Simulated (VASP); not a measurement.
**TiN: single point with PBE**

TiN:

```
CELL_PARAMETERS angstrom
0.00000 2.05765 2.05765
2.05765 0.00000 2.05765
2.05765 2.05765 0.00000
ATOMIC_POSITIONS crystal
Ti 0.00000 0.00000 0.00000
N 0.50000 0.50000 0.50000
```

This cell differs from its parent crystal: volume scaled by 0.91.

```yaml
Program: VASP 6.6.1
Task: single point
Functional: PBE
Potentials_or_basis: VASP PAW PBE potentials, release 64 (Ti_sv, N)
Cutoff: 520 eV
k_mesh: 18 × 18 × 18
Occupations: gaussian, width 0.1 eV
Spin: no spin polarisation
Dipole_correction: no
Further_INCAR_settings: ALGO = Normal; EDIFF = 1e-06; NBANDS = 16
```

| Property | Result |
| --- | --- |
| Pressure | 32.4 GPa |

Levels at points of the mesh, in eV from the Fermi level:
| k point | band 6 | band 7 | band 8 | band 9 | band 10 | band 11 | band 12 | band 13 |
| --- | --- | --- | --- | --- | --- | --- | --- | --- |
| (0.00, 0.00, 0.00) | -2.17 | -2.17 | -2.17 | -0.71 | -0.71 | -0.71 | 0.66 | 0.66 |
| (0.50, 0.00, 0.00) | -8.67 | -5.98 | -5.98 | 1.94 | 1.94 | 2.72 | 6.48 | 6.48 |
| (0.50, 0.50, 0.00) | -6.03 | -3.48 | -3.36 | -3.36 | 1.88 | 2.75 | 2.75 | 4.32 |

Wall time 48 s on 1 thread of Intel(R) Xeon(R) 6975P-C (Granite Rapids) (shared host), peak memory 0.18 GiB.
